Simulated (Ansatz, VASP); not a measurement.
Two plane-wave programs on MgB2

```
Mg B
1.0
     3.06870    0.00000    0.00000
    -1.53435    2.65757    0.00000
     0.00000    0.00000    3.51299
Mg B
1 2
Direct
  0.00000 0.00000 0.00000
  0.33333 0.66667 0.50000
  0.66667 0.33333 0.50000
```

Alike in both runs: functional r2SCAN; k mesh 15 × 15 × 12; occupations fermi-dirac, width 0.15 eV; no spin polarisation.

Ansatz relaxed the structure, and its values are those at the end. VASP's run is a single point on that final structure, the one shown.

|  | VASP | Ansatz |
| --- | --- | --- |
| version | VASP 6.6.1 | Ansatz 0.2.0 |
| potentials or method | VASP PAW PBE potentials, release 64 (Mg_sv, B), cutoff 750 eV | scalar-relativistic, plane waves, PAW |
| valence electrons in the cell | 16 | 16 |

```tsv
	VASP	Ansatz	Ansatz less VASP
gap on the k mesh at the Fermi level (eV)	none	none	-
pressure (GPa)	-0.1	0.0	+0.14
```

VASP's potentials were made for PBE, not for r2SCAN. A gap of «none» marks a metal or a gap that the smearing closes. The functional is the same, so the differences come from potentials, cutoffs and numerics.
